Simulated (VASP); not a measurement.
# ZrB (Pm-3m) in VASP: a series of runs, part 2 of 2

VASP 6.6.1. The steps go on from the part before.

## (4) Relaxation of cell and atoms, PBE, target pressure 20 GPa, at which the enthalpy is minimised

INCAR reads:

```
SYSTEM = ZrB
PREC     = Accurate       ! precision mode
ENCUT    = 600            ! plane-wave cutoff, eV
EDIFF    = 1E-7           ! SCF threshold, eV
ISMEAR   = -1             ! smearing method
SIGMA    = 0.1            ! smearing width, eV
LREAL    = .False.        ! projectors in reciprocal space
LASPH    = .True.         ! aspherical terms in the spheres
NELM     = 100            ! most SCF steps
ALGO     = Normal         ! electronic algorithm
ISIF     = 3              ! what is computed and relaxed
LWAVE    = .False.        ! write WAVECAR
LCHARG   = .False.        ! write CHGCAR
GGA      = PE             ! functional
IBRION   = 2              ! ionic algorithm
NSW      = 60             ! ionic steps
EDIFFG   = -0.03          ! ionic threshold
PSTRESS  = 200.0
```

KPOINTS reads:

```
regular mesh
0
Gamma
  8 8 8
  0 0 0
```

POSCAR reads:

```
ZrB
1.0
    3.0200000000      0.0000000000      0.0000000000
    0.0000000000      3.0200000000      0.0000000000
    0.0000000000      0.0000000000      3.0200000000
Zr B
1 1
Direct
    0.0000000000      0.0000000000      0.0000000000
    0.5000000000      0.5000000000      0.5000000000
```

Potentials or basis: VASP PAW PBE potentials, release 64 (Zr_sv, B).

Command:

```
$ cat potpaw_PBE.64/Zr_sv/POTCAR potpaw_PBE.64/B/POTCAR > POTCAR
$ mpirun -np 1 vasp_std > vasp.out
```

OUTCAR:

```text
SYSTEM = ZrB
   PREC = Accurate
   ENCUT = 600
   EDIFF = 1E-7
   ISMEAR = -1
   LREAL = .False.
   LASPH = .True.
   NELM = 100
   ISIF = 3
   GGA = PE
   IBRION = 2
   NSW = 60
   EDIFFG = -0.03
   PSTRESS = 200.0

 ion  position               nearest neighbor table
   1  0.000  0.000  0.000-   2 2.62   2 2.62   2 2.62   2 2.62   2 2.62   2 2.62   2 2.62   2 2.62

   2  0.500  0.500  0.500-   1 2.62   1 2.62   1 2.62   1 2.62   1 2.62   1 2.62   1 2.62   1 2.62

  LATTYP: Found a simple cubic cell.
 ALAT       =     3.0200000000

  Lattice vectors:

 A1 = (   3.0200000000,   0.0000000000,   0.0000000000)
 A2 = (   0.0000000000,   3.0200000000,   0.0000000000)
 A3 = (   0.0000000000,   0.0000000000,   3.0200000000)

Analysis of symmetry for initial positions (statically):
=====================================================================
 Subroutine PRICEL returns:
 Original cell was already a primitive cell.

 Routine SETGRP: Setting up the symmetry group for a
 simple cubic supercell.

 Subroutine GETGRP returns: Found 48 space group operations
 (whereof 48 operations were pure point group operations)
 out of a pool of 48 trial point group operations.

The static configuration has the point symmetry O_h .

Analysis of symmetry for dynamics (positions and initial velocities):
=====================================================================
 Subroutine PRICEL returns:
 Original cell was already a primitive cell.

[... 146 lines left out ...]

 number of electron      14.9999999 magnetization

 Free energy of the ion-electron system (eV)
  ---------------------------------------------------
  ext. energy  EPLUGINS =         0.00000000
  ---------------------------------------------------
  free energy    TOTEN  =       -15.00435112 eV

  energy without entropy =      -14.92282187  energy(sigma->0) =      -14.96358649

 E-fermi :   9.6410     XC(G=0): -11.8663

 val. band max:        9.6256447739   @ k =   0.2500   0.1250   0.1250
 cond. band min:       9.7106071108   @ k =   0.3750   0.2500   0.0000
 fundamental gap:      0.0849623369
 Fermi energy:         9.6410325161

 k-point     1 :       0.0000    0.0000    0.0000
  band No.  band energies     occupation
      1     -39.0534      2.00000
      2     -16.6910      2.00000
      3     -16.6910      2.00000
      4     -16.6910      2.00000
      5      -0.1907      2.00000
      6       7.6473      2.00000
      7       7.6473      2.00000
      8      11.9746      0.00000
      9      11.9746      0.00000
     10      11.9746      0.00000
     11      14.1506      0.00000
[... 435 lines left out ...]
--------------------------------------- Ionic step        4  -------------------------------------------

 number of electron      15.0000000 magnetization

 Free energy of the ion-electron system (eV)
  ---------------------------------------------------
  ext. energy  EPLUGINS =         0.00000000
  ---------------------------------------------------
  free energy    TOTEN  =       -14.84761511 eV

  energy without entropy =      -14.77494771  energy(sigma->0) =      -14.81128141

 E-fermi :  10.8368     XC(G=0): -12.3386

 val. band max:       10.8286221407   @ k =   0.5000   0.5000   0.2500
 cond. band min:      10.9037007204   @ k =   0.3750   0.2500   0.0000
 fundamental gap:      0.0750785797
 Fermi energy:        10.8368196755

 k-point     1 :       0.0000    0.0000    0.0000
  band No.  band energies     occupation
      1     -37.6819      2.00000
      2     -15.2039      2.00000
      3     -15.2039      2.00000
      4     -15.2039      2.00000
      5       0.6079      2.00000
      6       8.5145      2.00000
      7       8.5145      2.00000
      8      13.3795      0.00000
      9      13.3795      0.00000
     10      13.3795      0.00000
     11      15.8657      0.00000
[... 355 lines left out ...]
  energy  without entropy=      -14.7749477086  energy(sigma->0) =      -14.81128141

  enthalpy is  TOTEN    =       -11.7366107400 eV   P V=        3.1110043744

 reached required accuracy - stopping structural energy minimisation
```

Run time: 13 s. Hardware: 1 thread of Intel Xeon 6975P-C (Granite Rapids), shared host; peak memory 0.15 GiB.

Results:

```yaml
Free_energy: -14.8476 eV
Relaxed_volume: 12.46 Å³/atom
Relaxed_cell: a = 2.921 Å, b = 2.921 Å, c = 2.921 Å, α = 90.00°, β = 90.00°, γ = 90.00°
Space_group_after_relaxing_to_0.05_Å: Pm-3m (No. 221)
Energy_change_on_relaxing_the_enthalpy_is_what_falls: +78.4 meV/atom
Ionic_steps: 4
Pressure_after_relaxing: 19.9 GPa
```

Step by step:
```csv
step,energy change (eV),largest force (eV/Å),pressure (GPa),volume (Å³)
1,0.0000,0.0000,0.77,27.54
2,1.0101,0.0000,63.91,21.47
3,0.1459,0.0000,19.07,25.01
4,0.1567,0.0000,19.88,24.92
```

Final structure:
```
Zr B
1.0
     2.92097    0.00000    0.00000
     0.00000    2.92097    0.00000
     0.00000    0.00000    2.92097
Zr B
1 1
Direct
  0.00000 0.00000 0.00000
  0.50000 0.50000 0.50000
```

Levels at points of the mesh, in eV from the Fermi level:
```tsv
k point	band 5	band 6	band 7	band 8	band 9	band 10	band 11
(0.00, 0.00, 0.00)	-10.23	-2.32	-2.32	2.54	2.54	2.54	5.03
(0.50, 0.00, 0.00)	-6.35	-5.78	-1.14	-0.65	-0.65	5.53	6.69
(0.50, 0.50, 0.00)	-7.81	-1.78	-1.78	-0.99	2.29	2.29	3.63
(0.50, 0.50, 0.50)	-5.38	-5.38	-5.38	-3.10	7.68	7.68	8.69
```

Caveat: the cell is relaxed towards a set pressure, so the enthalpy falls and the energy may rise.

## (5) Relaxation of cell and atoms, PBE, target pressure 30 GPa, at which the enthalpy is minimised

INCAR reads:

```
SYSTEM = ZrB
PREC = Accurate ; ENCUT = 600
EDIFF = 1E-7 ; ISMEAR = -1
SIGMA = 0.1 ; LREAL = .FALSE.
LASPH = .TRUE. ; NELM = 80
ALGO = Normal ; ISIF = 3
LWAVE = .FALSE. ; LCHARG = .FALSE.
GGA = PE ; IBRION = 2
NSW = 60 ; EDIFFG = -0.03
PSTRESS = 300.0
```

KPOINTS reads:

```
regular mesh
0
G
  8 8 8
  0 0 0
```

POSCAR is that of step 4.

Potentials or basis: VASP PAW PBE potentials, release 64 (Zr_sv, B).

Command:

```
$ cat potpaw_PBE.64/Zr_sv/POTCAR potpaw_PBE.64/B/POTCAR > POTCAR
$ mpirun -np 1 vasp_std > vasp.out
```

OUTCAR:

```text
SYSTEM = ZrB
   PREC = Accurate
   ENCUT = 600
   EDIFF = 1E-7
   ISMEAR = -1
   LREAL = .FALSE.
   LASPH = .TRUE.
   NELM = 80
   ISIF = 3
   GGA = PE
   IBRION = 2
   NSW = 60
   EDIFFG = -0.03
   PSTRESS = 300.0

 ion  position               nearest neighbor table
   1  0.000  0.000  0.000-   2 2.62   2 2.62   2 2.62   2 2.62   2 2.62   2 2.62   2 2.62   2 2.62

   2  0.500  0.500  0.500-   1 2.62   1 2.62   1 2.62   1 2.62   1 2.62   1 2.62   1 2.62   1 2.62

  LATTYP: Found a simple cubic cell.
 ALAT       =     3.0200000000

  Lattice vectors:

 A1 = (   3.0200000000,   0.0000000000,   0.0000000000)
 A2 = (   0.0000000000,   3.0200000000,   0.0000000000)
 A3 = (   0.0000000000,   0.0000000000,   3.0200000000)

Analysis of symmetry for initial positions (statically):
=====================================================================
 Subroutine PRICEL returns:
 Original cell was already a primitive cell.

 Routine SETGRP: Setting up the symmetry group for a
 simple cubic supercell.

 Subroutine GETGRP returns: Found 48 space group operations
 (whereof 48 operations were pure point group operations)
 out of a pool of 48 trial point group operations.

The static configuration has the point symmetry O_h .

Analysis of symmetry for dynamics (positions and initial velocities):
=====================================================================
 Subroutine PRICEL returns:
 Original cell was already a primitive cell.

 Routine SETGRP: Setting up the symmetry group for a
 simple cubic supercell.

 Subroutine GETGRP returns: Found 48 space group operations
 (whereof 48 operations were pure point group operations)
 out of a pool of 48 trial point group operations.

The dynamic configuration has the point symmetry O_h .

 Subroutine INISYM returns: Found 48 space group operations
 (whereof 48 operations are pure point group operations),
 and found     1 'primitive' translations

----------------------------------------------------------------------------------------

                                     Primitive cell

  volume of cell :      27.5436

  direct lattice vectors                    reciprocal lattice vectors
     3.020000000  0.000000000  0.000000000     0.331125828  0.000000000  0.000000000
[... 97 lines left out ...]
   NELECT =      15.0000    total number of electrons
   NUPDOWN=      -1.0000    fix difference up-down
   EMIN   =  10.00;   EMAX   =-10.00  energy-range for DOS
   EFERMI =   0.00;   METHOD = LEGACY
   ISMEAR =    -1;   SIGMA  =   0.10  broadening in eV -4-tet -1-fermi 0-gaus
   EFERMI_NEDOS =   21; number of points for ismear=-14 and -15
   IALGO  =     38    algorithm
   IMIX   =      4    mixing-type and parameters
     AMIX     =   0.40;   BMIX     =  1.00
     AMIX_MAG =   1.60;   BMIX_MAG =  1.00
  volume/ion in A,a.u.               =      13.77        92.94
  Fermi-wavevector in a.u.,A,eV,Ry     =   1.336898  2.526371 24.317646  1.787297
  Thomas-Fermi vector in A             =   2.465489
   LORBIT       =      0    0 simple, 1 ext, 2 COOP (PROOUT), +10 PAW based schemes
   GGA     = PE    functional components
   LHFCALC =     F    Hartree Fock is set to
   AEXX    =    0.0000 exact exchange contribution
   IVDW    =     0    specifies the selected vdW correction
   LEPSILON=     F    determine dielectric tensor
   LRPA    =     F    only Hartree local field effects (RPA)
 conjugate gradient relaxation of ions
 non-spin polarized calculation
  energy-cutoff  :      600.00
  volume of cell :       27.54
 maximum number of plane-waves:       936
   NGX = 13   NGY = 13   NGZ = 13

--------------------------------------- Ionic step        1  -------------------------------------------

 number of electron      14.9999999 magnetization

 Free energy of the ion-electron system (eV)
  ---------------------------------------------------
  ext. energy  EPLUGINS =         0.00000000
  ---------------------------------------------------
  free energy    TOTEN  =       -15.00435112 eV

  energy without entropy =      -14.92282187  energy(sigma->0) =      -14.96358649

 E-fermi :   9.6410     XC(G=0): -11.8663

 val. band max:        9.6256447739   @ k =   0.2500   0.1250   0.1250
 cond. band min:       9.7106071108   @ k =   0.3750   0.2500   0.0000
 fundamental gap:      0.0849623369
 Fermi energy:         9.6410325161

 k-point     1 :       0.0000    0.0000    0.0000
  band No.  band energies     occupation
      1     -39.0534      2.00000
      2     -16.6910      2.00000
      3     -16.6910      2.00000
      4     -16.6910      2.00000
      5      -0.1907      2.00000
      6       7.6473      2.00000
      7       7.6473      2.00000
      8      11.9746      0.00000
      9      11.9746      0.00000
     10      11.9746      0.00000
     11      14.1506      0.00000
[... 473 lines left out ...]
--------------------------------------- Ionic step        5  -------------------------------------------

 number of electron      15.0000000 magnetization

 Free energy of the ion-electron system (eV)
  ---------------------------------------------------
  ext. energy  EPLUGINS =         0.00000000
  ---------------------------------------------------
  free energy    TOTEN  =       -14.68791378 eV

  energy without entropy =      -14.61801273  energy(sigma->0) =      -14.65296325

 E-fermi :  11.3668     XC(G=0): -12.5424

 val. band max:       11.3586940885   @ k =   0.2500   0.1250   0.1250
 cond. band min:      11.4056573937   @ k =   0.5000   0.5000   0.2500
 fundamental gap:      0.0469633052
 Fermi energy:        11.3667925382

 k-point     1 :       0.0000    0.0000    0.0000
  band No.  band energies     occupation
      1     -37.0956      2.00000
      2     -14.5548      2.00000
      3     -14.5548      2.00000
      4     -14.5548      2.00000
      5       0.9823      2.00000
      6       8.8912      2.00000
      7       8.8912      2.00000
      8      14.0084      0.00000
      9      14.0084      0.00000
     10      14.0084      0.00000
     11      16.6238      0.00000
[... 355 lines left out ...]
  energy  without entropy=      -14.6180127292  energy(sigma->0) =      -14.65296325

  enthalpy is  TOTEN    =       -10.2139443796 eV   P V=        4.4739693964

 reached required accuracy - stopping structural energy minimisation
```

CONTCAR:

```text
ZrB
   1.00000000000000
     2.8802318301480989    0.0000000000000000    0.0000000000000000
    -0.0000000000000000    2.8802318301480989    0.0000000000000000
    -0.0000000000000000   -0.0000000000000000    2.8802318301480989
  Zr              B
     1     1
Direct
     0.0000000000000000    0.0000000000000000    0.0000000000000000
     0.5000000000000000    0.5000000000000000    0.5000000000000000

  0.00000000E+00  0.00000000E+00  0.00000000E+00
  0.00000000E+00  0.00000000E+00  0.00000000E+00
```

It took 17 s on 1 thread of Intel Xeon 6975P-C (Granite Rapids), shared host; peak memory 0.15 GiB.

Results:

* Free energy: -14.6879 eV
* Relaxed volume: 11.95 Å³/atom
* Relaxed cell: a = 2.880 Å, b = 2.880 Å, c = 2.880 Å, α = 90.00°, β = 90.00°, γ = 90.00°
* Space group after relaxing (to 0.05 Å): Pm-3m (No. 221)
* Energy change on relaxing (the enthalpy is what falls): +158.2 meV/atom
* Ionic steps: 5
* Pressure after relaxing: 30.2 GPa

The path:
| step | energy change (eV) | largest force (eV/Å) | pressure (GPa) | volume (Å³) |
| --- | --- | --- | --- | --- |
| 1 | 0.0000 | 0.0000 | 0.77 | 27.54 |
| 2 | 2.6145 | 0.0000 | 127.13 | 18.69 |
| 3 | 0.2654 | 0.0000 | 27.15 | 24.18 |
| 4 | 0.3037 | 0.0000 | 29.47 | 23.96 |
| 5 | 0.3164 | 0.0000 | 30.21 | 23.89 |

Final structure:
```cif
data_structure
_symmetry_space_group_name_H-M 'P 1'
_symmetry_Int_Tables_number 1
_cell_length_a 2.8802
_cell_length_b 2.8802
_cell_length_c 2.8802
_cell_angle_alpha 90.000
_cell_angle_beta 90.000
_cell_angle_gamma 90.000
_cell_volume 23.89
loop_
_atom_site_label
_atom_site_type_symbol
_atom_site_fract_x
_atom_site_fract_y
_atom_site_fract_z
_atom_site_occupancy
Zr1 Zr 0.00000 0.00000 0.00000 1
B1 B 0.50000 0.50000 0.50000 1
```

Caveat: the cell is relaxed towards a set pressure, so the enthalpy falls and the energy may rise.

## (6) Overview

| cell | gap on the mesh (eV) | pressure (GPa) |
| --- | --- | --- |
| relaxed | none | 0.0 |
| relaxed to 10 GPa | none | 9.9 |
| relaxed to 20 GPa | none | 19.9 |
| relaxed to 30 GPa | none | 30.2 |

Alike in all rows: task relaxation of cell and atoms; level PBE; potentials or basis VASP PAW PBE potentials, release 64 (Zr_sv, B); no spin polarisation; k mesh 8 × 8 × 8; cutoff (eV) 600; smearing fermi-dirac 0.1 eV.

Caveats: the cell is relaxed towards a set pressure, so the enthalpy falls and the energy may rise (some runs).

Total energies depend on the potentials used, so only differences within one code and one set of settings carry meaning.
